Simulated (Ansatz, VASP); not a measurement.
# Two plane-wave programs on Sn

```
Sn
1.0
    -0.07536    3.42586    3.42586
     3.52901    0.11360    3.23690
     3.52901    3.23690    0.11360
Sn
2
Direct
  0.50792 0.49791 0.49791
  0.74208 0.75209 0.75209
```

Alike in both runs: task single point; functional PBEsol; k mesh 10 × 10 × 10; occupations gaussian, width 0.1 eV; no spin polarisation.

```csv
,VASP,Ansatz
version,VASP 6.6.1,Ansatz 0.2.0
potentials or method,"VASP PAW PBE potentials, release 64 (Sn_d), cutoff 520 eV","scalar-relativistic, plane waves, PAW"
valence electrons in the cell,28,28
```

|  | VASP | Ansatz | Ansatz less VASP |
| --- | --- | --- | --- |
| gap on the k mesh at the Fermi level (eV) | none | none | - |
| pressure (GPa) | -2.3 | -2.3 | +0.05 |
| traceless stress, the component that is largest in VASP (GPa) | -3.50 | -3.51 | -0.002 |
| rms of the force components (eV/Å) | 0.410 | 0.411 | +0.0013 |

VASP's potentials were made for PBE, not for PBEsol. Atom by atom the forces differ by 0.001 eV/Å (rms over components). A gap of «none» marks a metal or a gap that the smearing closes.
